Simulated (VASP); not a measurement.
## LuAsF6: single point with PBEsol

Crystal: LuAsF6.

```
CELL_PARAMETERS angstrom
2.88595 1.66620 4.82635
-2.88595 1.66620 4.82635
0.00000 -3.33241 4.82635
ATOMIC_POSITIONS crystal
Lu 0.50000 0.50000 0.50000
As 0.00000 0.00000 0.00000
F 0.69197 0.81822 0.24462
F 0.81822 0.24462 0.69197
F 0.75538 0.30803 0.18178
F 0.18178 0.75538 0.30803
F 0.30803 0.18178 0.75538
F 0.24462 0.69197 0.81822
```

```
Program             : VASP 6.6.1
Task                : single point
Functional          : PBEsol
Potentials or basis : VASP PAW PBE potentials, release 64 (Lu, As, F)
Cutoff              : 520 eV
k mesh              : 6 × 6 × 6
Occupations         : fermi-dirac, width 0.03 eV
Spin                : no spin polarisation
```

```
Pressure               : 0.2 GPa
Largest force          : 0.079 eV/Å
Band gap on the k mesh : 4.59 eV, indirect (least direct gap 4.62 eV)
```

Forces on the atoms (eV/Å):
```
Lu   0.000  0.000  0.000
As   0.000  0.000  0.000
F   -0.014  0.063  0.046
F    0.062 -0.020  0.046
F    0.048  0.043 -0.046
F   -0.062  0.020 -0.046
F    0.014 -0.063 -0.046
F   -0.048 -0.043  0.046
```

Levels at points of the mesh, in eV from the valence-band top:
```tsv
k point	band 33	band 34	band 35	band 36	band 37	band 38	band 39	band 40
(0.00, 0.00, 0.00)	-1.79	-1.79	-1.78	-0.98	5.51	5.53	5.53	6.10
(0.50, 0.00, 0.00)	-1.92	-1.78	-1.76	-0.03	4.59	4.93	5.07	6.95
(0.50, 0.50, 0.00)	-1.97	-1.84	-1.83	-0.97	5.52	5.56	5.59	6.89
(0.50, 0.50, 0.50)	-1.91	-1.77	-1.77	0.00	4.62	5.05	5.05	6.94
```

Run time: 13 min on 1 thread of AMD EPYC 7R13 (shared host), peak memory 0.45 GiB.

Caveat: the PAW data sets were made with another functional, which shifts forces and pressure a little; spin-orbit coupling is left out, which moves the levels of the heavy elements. A k mesh can miss the band edges.
